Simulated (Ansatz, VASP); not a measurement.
One calculation of Ag, two programs

```
CELL_PARAMETERS angstrom
2.87095 0.00000 0.00000
-1.43548 2.48632 0.00000
0.00000 0.00000 9.33806
ATOMIC_POSITIONS crystal
Ag 0.33333 0.66667 0.25000
Ag 0.66667 0.33333 0.75000
Ag 0.00000 0.00000 0.00000
Ag 0.00000 0.00000 0.50000
```

Alike in both runs: functional PBEsol; k mesh 18 × 18 × 4; occupations gaussian, width 0.1 eV; no spin polarisation.

Ansatz relaxed the structure, and its values are those at the end. VASP's run is a single point on that final structure, the one shown.

|  | VASP | Ansatz |
| --- | --- | --- |
| version | VASP 6.6.1 | Ansatz 0.2.0 |
| potentials or method | VASP PAW PBE potentials, release 64 (Ag), cutoff 520 eV | scalar-relativistic, plane waves, PAW |
| valence electrons in the cell | 44 | 76 |

```tsv
	VASP	Ansatz	Ansatz less VASP
gap on the k mesh at the Fermi level (eV)	none	none	-
pressure (GPa)	-0.3	0.0	+0.28
```

VASP's potentials were made for PBE, not for PBEsol. A gap of «none» marks a metal or a gap that the smearing closes. VASP's potentials hold 44 valence electrons a cell and Ansatz's 76, so a difference there can come from the potentials and not from the codes.
